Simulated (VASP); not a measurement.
Set up this calculation in VASP 6.6.1, as the native input.

```yaml
Task: single point
Functional: PBE
Potentials_or_basis: VASP PAW PBE potentials, release 64 (Na_pv, Zr_sv, O)
Cutoff: 600 eV
k_mesh: 6 × 6 × 2
Occupations: gaussian, width 0.1 eV
Spin: collinear spin
Starting_moments: "[0.0, 0.0, 1.0, 0.0, 0.0] μB"
Dipole_correction: no
Further_INCAR_settings: ALGO = Normal; EDIFF = 1e-06; NBANDS = 31
```

The structure of Na2ZrO2 lies in POSCAR:

```
Na2ZrO2
1.0
    3.2117372083      0.0000000000      0.0000000000
   -1.6058686041      2.7814460126      0.0000000000
    0.0000000000      0.0000000000      8.8886063695
Na Zr O
2 1 2
Direct
    0.3333333333      0.6666666667      0.6742231152
    0.6666666667      0.3333333333      0.3257768848
    0.0000000000      0.0000000000      0.0000000000
    0.6666666667      0.3333333333      0.8613614422
    0.3333333333      0.6666666667      0.1386385578
```

The cell was built from a structure type or drawn by symmetry, and may not be a known phase.

One way to write it, as run:

INCAR

```
PREC = Accurate
ENCUT = 600
EDIFF = 1E-6
ISMEAR = 0
SIGMA = 0.1
LREAL = F
LASPH = T
NELM = 200
ALGO = Normal
ISIF = 2
LWAVE = F
LCHARG = F
ISPIN = 2
MAGMOM = 0 0 1 0 0
LORBIT = 11
LMAXMIX = 4
GGA = PE
NBANDS = 31
GGA_COMPAT = F
```

KPOINTS

```
regular mesh
0
Gamma
  6 6 2
```

Potentials or basis: VASP PAW PBE potentials, release 64 (Na_pv, Zr_sv, O).

Run with:

```sh
$ cat potpaw_PBE.64/Na_pv/POTCAR potpaw_PBE.64/Zr_sv/POTCAR potpaw_PBE.64/O/POTCAR > POTCAR
$ mpirun -np 1 vasp_std > vasp.out
```

It gave:

```
Pressure                                              : 0.1 GPa
Largest force                                         : 0.051 eV/Å
Net moment                                            : 0.15 μB per cell
Site moments                                          : Na +0.00; Zr +0.09; O +0.01 μB
Valence electrons inside the program's atomic spheres : Na 6.07; Zr 9.76; O 5.01
```

Caveat: the k points lie up to 0.38 Å⁻¹ apart.

Run time: 2.2 min on 1 thread of AMD EPYC 7R43 64-Core Processor (Zen 3) (shared host), peak memory 0.26 GiB.
